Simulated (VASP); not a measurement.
# Hf (Im-3m) in VASP: notebook

Hf is run at these levels: PBE; tasks: single point.

All numbers are computed with VASP 6.6.1; they aren't measurements. Logs are shortened: lines on timing, memory, paths and dates and some standing lists are left out, and cuts for length are marked.

### Step 1. The cell of the first run

The structure is cubic, space group Im-3m (No. 229). Conventional cell: a = 3.610 Å, b = 3.610 Å, c = 3.610 Å, α = 90.00°, β = 90.00°, γ = 90.00°. Within 4.1 Å of Hf (site symmetry m-3m) lie 14 Hf at 3.13 to 3.61 Å.

### Step 2. Single point, PBE

Contents of INCAR:

```
PREC = Accurate
ENCUT = 520
EDIFF = 1E-6
ISMEAR = 0
SIGMA = 0.018000000000000002
LREAL = False
LASPH = True
NELM = 60
ALGO = Normal
ISIF = 2
LWAVE = False
LCHARG = False
GGA = PE
NBANDS = 11
```

Contents of KPOINTS:

```
regular mesh
0
Gamma
  10 10 10
```

Contents of POSCAR:

```
Hf
1.0
   -1.8050000000      1.8050000000      1.8050000000
    1.8050000000     -1.8050000000      1.8050000000
    1.8050000000      1.8050000000     -1.8050000000
Hf
1
Direct
    0.0000000000      0.0000000000      0.0000000000
```

Potentials or basis: VASP PAW PBE potentials, release 64 (Hf_pv).

On the command line:

```
$ cat potpaw_PBE.64/Hf_pv/POTCAR > POTCAR
$ mpirun -np 1 vasp_std > vasp.out
```

OUTCAR:

```text
PREC = Accurate
   ENCUT = 520
   EDIFF = 1E-6
   ISMEAR = 0
   LREAL = False
   LASPH = True
   NELM = 60
   ISIF = 2
   GGA = PE

 ion  position               nearest neighbor table
   1  0.000  0.000  0.000-

  LATTYP: Found a body centered cubic cell.
 ALAT       =     3.6100000000

  Lattice vectors:

 A1 = (  -1.8050000000,   1.8050000000,   1.8050000000)
 A2 = (   1.8050000000,  -1.8050000000,   1.8050000000)
 A3 = (   1.8050000000,   1.8050000000,  -1.8050000000)

Analysis of symmetry for initial positions (statically):
=====================================================================
 Subroutine PRICEL returns:
 Original cell was already a primitive cell.

 Routine SETGRP: Setting up the symmetry group for a
 body centered cubic supercell.

 Subroutine GETGRP returns: Found 48 space group operations
[... 9 lines left out ...]

 Routine SETGRP: Setting up the symmetry group for a
 body centered cubic supercell.

 Subroutine GETGRP returns: Found 48 space group operations
[... 11 lines left out ...]
                                     Primitive cell

  volume of cell :      23.5229

  direct lattice vectors                    reciprocal lattice vectors
    -1.805000000  1.805000000  1.805000000     0.000000000  0.277008310  0.277008310
     1.805000000 -1.805000000  1.805000000     0.277008310  0.000000000  0.277008310
     1.805000000  1.805000000 -1.805000000     0.277008310  0.277008310  0.000000000

  length of vectors
     3.126351708  3.126351708  3.126351708     0.391748909  0.391748909  0.391748909

  position of ions in fractional coordinates (direct lattice)
     0.000000000  0.000000000  0.000000000

  ion indices of the primitive-cell ions
   primitive index   ion index
                 1           1

----------------------------------------------------------------------------------------

 KPOINTS: regular mesh

Automatic generation of k-mesh.
 Grid dimensions read from file:
 generate k-points for:   10   10   10

 Generating k-lattice:

  Cartesian coordinates                     Fractional coordinates (reciprocal lattice)
     0.000000000  0.027700831  0.027700831     0.100000000  0.000000000  0.000000000
     0.027700831  0.000000000  0.027700831     0.000000000  0.100000000  0.000000000
     0.027700831  0.027700831  0.000000000     0.000000000  0.000000000  0.100000000

  Length of vectors
     0.039174891  0.039174891  0.039174891

  Shift w.r.t. Gamma in fractional coordinates (k-lattice)
     0.000000000  0.000000000  0.000000000

 Subroutine IBZKPT returns following result:
 ===========================================

 Found     47 irreducible k-points:

 Following reciprocal coordinates:
            Coordinates               Weight
  0.000000  0.000000  0.000000      1.000000
  0.100000  0.000000  0.000000     12.000000
  0.200000  0.000000  0.000000     12.000000
  0.300000  0.000000  0.000000     12.000000
  0.400000  0.000000  0.000000     12.000000
  0.500000  0.000000  0.000000      6.000000
[... 16 lines left out ...]
  0.300000  0.300000  0.100000      8.000000
 -0.300000  0.300000  0.100000     24.000000
 [... further k-points ...]
   k-points           NKPTS =     47   k-points in BZ     NKDIM =     47   number of bands    NBANDS=     11
   number of dos      NEDOS =    301   number of ions     NIONS =      1
   total plane-waves  NPLWV =  13824
   dimension x,y,z NGX =    24 NGY =   24 NGZ =   24
   dimension x,y,z NGXF=    48 NGYF=   48 NGZF=   48
   ions per type =               1
   NGX,Y,Z   is equivalent  to a cutoff of  12.76, 12.76, 12.76 a.u.
   NGXF,Y,Z  is equivalent  to a cutoff of  25.52, 25.52, 25.52 a.u.
 SYSTEM =  unknown system
   PREC   = accura    normal or accurate (medium, high low for compatibility)
   ISTART =      0    job   : 0-new  1-cont  2-samecut
   ICHARG =      2    charge: 1-file 2-atom 10-const
   ISPIN  =      1    spin polarized calculation?
   LNONCOLLINEAR =      F non collinear calculations
   LSORBIT =      F    spin-orbit coupling
   LASPH  =      T    aspherical Exc in radial PAW
   ENCUT  =  520.0 eV  38.22 Ry    6.18 a.u.   5.81  5.81  5.81*2*pi/ulx,y,z
   NELM   =     60;   NELMIN=  2; NELMDL= -5     # of ELM steps
   EDIFF  = 0.1E-05   stopping-criterion for ELM
   LREAL  =      F    real-space projection
   EDIFFG = 0.1E-04   stopping-criterion for IOM
   NSW    =      0    number of steps for IOM
   IBRION =     -1    ionic relax: 0-MD 1-quasi-New 2-CG
   NFREE  =      0    steps in history (QN), initial steepest desc. (CG)
   ISIF   =      2    stress and relaxation
   ISYM   =      2    0-nonsym 1-usesym 2-fastsym
   POTIM  = 0.5000    time-step for ionic-motion
   TEBEG  =    0.0;   TEEND  =   0.0 temperature during run
   PSTRESS=    0.0 pullay stress
   NELECT =      10.0000    total number of electrons
   NUPDOWN=      -1.0000    fix difference up-down
   EMIN   =  10.00;   EMAX   =-10.00  energy-range for DOS
   EFERMI =   0.00;   METHOD = LEGACY
   ISMEAR =     0;   SIGMA  =   0.02  broadening in eV -4-tet -1-fermi 0-gaus
   EFERMI_NEDOS =   21; number of points for ismear=-14 and -15
   IALGO  =     38    algorithm
   IMIX   =      4    mixing-type and parameters
     AMIX     =   0.40;   BMIX     =  1.00
     AMIX_MAG =   1.60;   BMIX_MAG =  1.00
  volume/ion in A,a.u.               =      23.52       158.74
  Fermi-wavevector in a.u.,A,eV,Ry     =   1.230961  2.326179 20.616432  1.515265
  Thomas-Fermi vector in A             =   2.365789
   LORBIT       =      0    0 simple, 1 ext, 2 COOP (PROOUT), +10 PAW based schemes
   GGA     = PE    functional components
   LHFCALC =     F    Hartree Fock is set to
   AEXX    =    0.0000 exact exchange contribution
   IVDW    =     0    specifies the selected vdW correction
   LEPSILON=     F    determine dielectric tensor
   LRPA    =     F    only Hartree local field effects (RPA)
 non-spin polarized calculation
 Gauss-broadening in eV      SIGMA  =   0.02
  energy-cutoff  :      520.00
  volume of cell :       23.52
 maximum number of plane-waves:       682
   NGX = 11   NGY = 11   NGZ = 11

 number of electron      10.0000001 magnetization

 Free energy of the ion-electron system (eV)
  ---------------------------------------------------
  ext. energy  EPLUGINS =         0.00000000
  ---------------------------------------------------
  free energy    TOTEN  =        -9.72455613 eV

  energy without entropy =       -9.72408532  energy(sigma->0) =       -9.72432073

 E-fermi :   4.2511     XC(G=0): -11.0587

 val. band max:        4.2477378593   @ k =   0.3000   0.2000  -0.0000
 cond. band min:       4.3037527766   @ k =  -0.4000   0.4000   0.1000
 fundamental gap:      0.0560149173
 Fermi energy:         4.2510996174

 k-point     1 :       0.0000    0.0000    0.0000
  band No.  band energies     occupation
      1     -25.7918      2.00000
      2     -25.7918      2.00000
      3     -25.7918      2.00000
      4      -2.6289      2.00000
      5       5.7279      0.00000
      6       5.7279      0.00000
      7       5.7279      0.00000
      8       8.3649      0.00000
      9       8.3649      0.00000
     10      17.2904      0.00000
     11      17.2904      0.00000

 k-point     2 :       0.1000    0.0000    0.0000
  band No.  band energies     occupation
      1     -25.8614      2.00000
      2     -25.8139      2.00000
      3     -25.7919      2.00000
      4      -2.2837      2.00000
      5       5.4931      0.00000
      6       5.6181      0.00000
      7       6.0679      0.00000
      8       8.0332      0.00000
      9       8.3656      0.00000
     10      17.3131      0.00000
     11      17.5901      0.00000

 k-point     3 :       0.2000    0.0000    0.0000
  band No.  band energies     occupation
      1     -26.0396      2.00000
      2     -25.8712      2.00000
      3     -25.7925      2.00000
      4      -1.3371      2.00000
      5       4.9490      0.00000
      6       5.1218      0.00000
      7       7.0582      0.00000
      8       7.7944      0.00000
      9       8.4252      0.00000
     10      17.3089      0.00000
     11      17.7580      0.00000

 k-point     4 :       0.3000    0.0000    0.0000
  band No.  band energies     occupation
      1     -26.2520      2.00000
      2     -25.9412      2.00000
      3     -25.7931      2.00000
      4      -0.1040      2.00000
      5       4.3776      0.00000
      6       4.5646      0.00000
      7       8.0357      0.00000
      8       8.5936      0.00000
      9       8.6292      0.00000
     10      16.5061      0.00000
     11      16.8090      0.00000

 k-point     5 :       0.4000    0.0000    0.0000
  band No.  band energies     occupation
      1     -26.4181      2.00000
      2     -25.9971      2.00000
      3     -25.7937      2.00000
      4       0.7880      2.00000
      5       3.9731      2.00000
      6       4.7019      0.00000
      7       8.2410      0.00000
      8       8.9430      0.00000
      9      10.3817      0.00000
     10      14.6189      0.00000
     11      15.0794      0.00000
[... 211 lines left out ...]
 k-point    21 :       0.3000    0.2000    0.1000
  band No.  band energies     occupation
      1     -26.3387      2.00000
      2     -26.1012      2.00000
      3     -25.9164      2.00000
      4       2.4410      2.00000
      5       3.5780      2.00000
      6       4.0458      2.00000
      7       8.7524      0.00000
      8       9.1394      0.00000
      9      11.3533      0.00000
     10      13.0079      0.00000
     11      15.7261      0.00000

 k-point    22 :      -0.2000    0.2000    0.1000
  band No.  band energies     occupation
      1     -26.0399      2.00000
      2     -25.8945      2.00000
      3     -25.8472      2.00000
      4      -1.0200      2.00000
      5       5.2144      0.00000
      6       5.2180      0.00000
      7       6.7456      0.00000
      8       6.9466      0.00000
      9       9.0050      0.00000
     10      17.3017      0.00000
     11      17.9404      0.00000

 k-point    23 :       0.3000    0.3000    0.1000
  band No.  band energies     occupation
      1     -26.2282      2.00000
      2     -26.2282      2.00000
      3     -25.9380      2.00000
      4       2.9238      2.00000
      5       3.7607      2.00000
      6       3.7607      2.00000
      7       9.0574      0.00000
      8       9.0574      0.00000
      9      10.3029      0.00000
     10      14.4701      0.00000
     11      14.4701      0.00000

 k-point    24 :      -0.3000    0.3000    0.1000
  band No.  band energies     occupation
      1     -26.2424      2.00000
      2     -25.9655      2.00000
      3     -25.8453      2.00000
      4       0.1980      2.00000
      5       4.4718      0.00000
      6       4.6878      0.00000
      7       7.1109      0.00000
      8       8.4763      0.00000
      9       9.0941      0.00000
     10      15.9415      0.00000
     11      17.3168      0.00000

 [... further k-points ...]
[... 5 lines left out ...]
  --------------------------------------------------------------------------------------
  -------------------------------------------------------------------------------------
  Total       -0.7845622     -0.7845622     -0.7845622      0.0000000      0.0000000      0.0000000
  in kB      -53.4375292    -53.4375292    -53.4375292      0.0000000      0.0000000      0.0000000
  external PRESSURE =     -53.4375292 kB  Pullay stress =       0.0000000 kB

 VOLUME and BASIS-vectors are now :
 -----------------------------------------------------------------------------
  energy-cutoff  :      520.00
  volume of cell :       23.52
      direct lattice vectors                 reciprocal lattice vectors
    -1.805000000  1.805000000  1.805000000     0.000000000  0.277008310  0.277008310
     1.805000000 -1.805000000  1.805000000     0.277008310  0.000000000  0.277008310
     1.805000000  1.805000000 -1.805000000     0.277008310  0.277008310  0.000000000

 POSITION                                       TOTAL-FORCE (eV/Angst)
 -----------------------------------------------------------------------------------
      0.00000      0.00000      0.00000         0.000000      0.000000     -0.000000
 -----------------------------------------------------------------------------------
    total drift:                                0.000000      0.000000      0.000000

  FREE ENERGIE OF THE ION-ELECTRON SYSTEM (eV)
  ---------------------------------------------------
  free  energy   TOTEN  =        -9.7245561337 eV

  energy  without entropy=       -9.7240853245  energy(sigma->0) =       -9.72432073
```

It took 4.9 s on 1 thread of Intel Xeon 6975P-C, shared host; peak memory 0.14 GiB.

Results:

| Property | Result |
| --- | --- |
| Free energy | -9.7246 eV |
| Pressure | -5.3 GPa |
| Band gap on the k mesh | zero (band 5 reaches 5.73 eV, above the bottom of band 6 at 3.54 eV) |

Caveat: spin-orbit coupling is left out, which moves the levels of the heavy elements.

### Step 3. Single point, PBE

Contents of INCAR:

```
PREC = Accurate
ENCUT = 520
EDIFF = 1E-6
ISMEAR = 0
SIGMA = 0.019000000000000003
LREAL = F
LASPH = T
NELM = 100
ALGO = Normal
ISIF = 2
LWAVE = F
LCHARG = F
GGA = PE
NBANDS = 11
```

Contents of KPOINTS:

```
Automatic mesh
0
Gamma
  10 10 10
```

POSCAR is that of step 2.

Potentials or basis: VASP PAW PBE potentials, release 64 (Hf_pv).

On the command line:

```
$ cat potpaw_PBE.64/Hf_pv/POTCAR > POTCAR
$ mpirun -np 1 vasp_std > vasp.out
```

OUTCAR:

```text
PREC = Accurate
   ENCUT = 520
   EDIFF = 1E-6
   ISMEAR = 0
   LREAL = F
   LASPH = T
   NELM = 100
   ISIF = 2
   GGA = PE

 ion  position               nearest neighbor table
   1  0.000  0.000  0.000-

  LATTYP: Found a body centered cubic cell.
 ALAT       =     3.6100000000

  Lattice vectors:

 A1 = (  -1.8050000000,   1.8050000000,   1.8050000000)
 A2 = (   1.8050000000,  -1.8050000000,   1.8050000000)
 A3 = (   1.8050000000,   1.8050000000,  -1.8050000000)

Analysis of symmetry for initial positions (statically):
[... 504 lines left out ...]
      3     -25.8453      2.00000
      4       0.1980      2.00000
      5       4.4718      0.00000
      6       4.6878      0.00000
      7       7.1109      0.00000
      8       8.4763      0.00000
      9       9.0941      0.00000
     10      15.9415      0.00000
     11      17.3168      0.00000

 [... further k-points ...]
[... 5 lines left out ...]
  --------------------------------------------------------------------------------------
  -------------------------------------------------------------------------------------
  Total       -0.7845379     -0.7845379     -0.7845379      0.0000000      0.0000000     -0.0000000
  in kB      -53.4358750    -53.4358750    -53.4358750      0.0000000      0.0000000     -0.0000000
  external PRESSURE =     -53.4358750 kB  Pullay stress =       0.0000000 kB

 VOLUME and BASIS-vectors are now :
 -----------------------------------------------------------------------------
  energy-cutoff  :      520.00
  volume of cell :       23.52
      direct lattice vectors                 reciprocal lattice vectors
    -1.805000000  1.805000000  1.805000000     0.000000000  0.277008310  0.277008310
     1.805000000 -1.805000000  1.805000000     0.277008310  0.000000000  0.277008310
     1.805000000  1.805000000 -1.805000000     0.277008310  0.277008310  0.000000000

 POSITION                                       TOTAL-FORCE (eV/Angst)
 -----------------------------------------------------------------------------------
      0.00000      0.00000      0.00000        -0.000000      0.000000     -0.000000
 -----------------------------------------------------------------------------------
    total drift:                                0.000000      0.000000      0.000000

  FREE ENERGIE OF THE ION-ELECTRON SYSTEM (eV)
  ---------------------------------------------------
  free  energy   TOTEN  =        -9.7245822902 eV

  energy  without entropy=       -9.7240852183  energy(sigma->0) =       -9.72433375
```

stdout:

```text
POSCAR found type information on POSCAR Hf
 POSCAR found :  1 types and       1 ions
 scaLAPACK will be used
 LDA part: xc-table for (Slater+PW92), standard interpolation
 POSCAR, INCAR and KPOINTS ok, starting setup
 FFT: planning ... GRIDC
 FFT: planning ... GRID_SOFT
 FFT: planning ... GRID
 WAVECAR not read
 entering main loop
```

It took 5.2 s on 1 thread of Intel Xeon 6975P-C, shared host; peak memory 0.14 GiB.

What came out:

| Quantity | Value |
| --- | --- |
| Free energy | -9.7246 eV |
| Pressure | -5.3 GPa |
| Band gap on the k mesh | zero (band 5 reaches 5.73 eV, above the bottom of band 6 at 3.54 eV) |

Caveat: spin-orbit coupling is left out, which moves the levels of the heavy elements.
